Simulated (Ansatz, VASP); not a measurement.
**One calculation of Ni, two programs**

```xyz
1
Lattice="-1.3614 1.3614 1.3614 1.3614 -1.3614 1.3614 1.3614 1.3614 -1.3614" Properties=species:S:1:pos:R:3 pbc="T T T"
Ni    0.0000    0.0000    0.0000
```

Alike in both runs: functional LDA; k mesh 16 × 16 × 16; occupations fermi-dirac, width 0.05 eV; collinear spin.

Ansatz relaxed the structure, and its values are those at the end. VASP's run is a single point on that final structure, the one shown.

|  | VASP | Ansatz |
| --- | --- | --- |
| version | VASP 6.6.1 | Ansatz 0.2.0 |
| potentials or method | VASP PAW LDA potentials, release 64 (Ni), cutoff 520 eV | plane waves (420 eV) with PAW, scalar-relativistic |
| valence electrons in the cell | 10 | 18 |

Ansatz gave:

```
pressure (GPa)                                                : 0.0
net moment per atom (μB)                                      : 0.44
size of the moment on the site where the two differ most (μB) : 0.46
```

Estimate VASP's values.

pressure (GPa): -0.5; net moment per atom (μB): 0.37; size of the moment on the site where the two differ most (μB): 0.37.

Ansatz warns that its potentials were made for another functional, while VASP's fit it. LDA's correlation is that of Perdew and Zunger in VASP and of Perdew and Wang (1992) in Ansatz. Site moments also hang on the region over which each program counts them. VASP's potentials hold 10 valence electrons a cell and Ansatz's 18, so a difference there can come from the potentials and not from the codes.
